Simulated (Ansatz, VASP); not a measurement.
## Os in VASP and in Ansatz

File INCAR:

```
SYSTEM = Os
PREC = Accurate
ENCUT = 560
EDIFF = 1E-6
ISMEAR = -1
SIGMA = 0.1
LREAL = .False.
LASPH = .True.
NELM = 120
ALGO = Normal
ISIF = 2
LWAVE = .False.
LCHARG = .False.
GGA = B5
ALDAX = 1.0
AGGAX = 1.0
AGGAC = 1.0
ALDAC = 0.0
NBANDS = 14
GGA_COMPAT = .False.
```

KPOINTS

```
Automatic mesh
0
Gamma
  14 14 14
  0 0 0
```

The input POSCAR:

```
Os
1.0
    2.5625371407      0.0000000000      0.0000000000
    0.0000000000      2.5625371407      0.0000000000
    0.0000000000      0.0000000000      2.5625371407
Os
1
Direct
    0.0000000000      0.0000000000      0.0000000000
```

Input for Ansatz:

```yaml
crystal:
  lattice:
    - [2.5625371407, 0.0, 0.0]
    - [0.0, 2.5625371407, 0.0]
    - [0.0, 0.0, 2.5625371407]
  atoms:
    - { symbol: Os, position: [0.0, 0.0, 0.0] }
hamiltonian:
  xc: blyp
  pseudopotentials:
    kind: paw
    azcp:
      Os: "pseudopotentials/Os.paw.azcp"
basis:
  ecutwfc: 420
  fft_grid_basis: typed
kpoints:
  mp_grid: { grid: [14, 14, 14], shift: [0, 0, 0] }
magnetization:
  spin_polarized: false
scf:
  occupations: { method: fermi_dirac, width: 0.1 }
  lower_state_search: "off"
output:
  stress: true
```

Alike in both runs: task single point; functional BLYP; k mesh 14 × 14 × 14; occupations fermi-dirac, width 0.1 eV; no spin polarisation.

|  | VASP | Ansatz |
| --- | --- | --- |
| version | VASP 6.6.1 | Ansatz 0.2.0 |
| potentials or method | VASP PAW PBE potentials, release 64 (Os_sv_GW), cutoff 560 eV | plane waves (420 eV) with PAW, scalar-relativistic |
| valence electrons in the cell | 16 | 16 |

Ansatz gave:

| Quantity | Value |
| --- | --- |
| pressure (GPa) | 11.0 |

Q: What did VASP give for the same quantities?

A: Pressure (GPa): 10.8.

VASP's potentials were made for PBE, not for BLYP.

Neither program's run includes spin-orbit coupling.
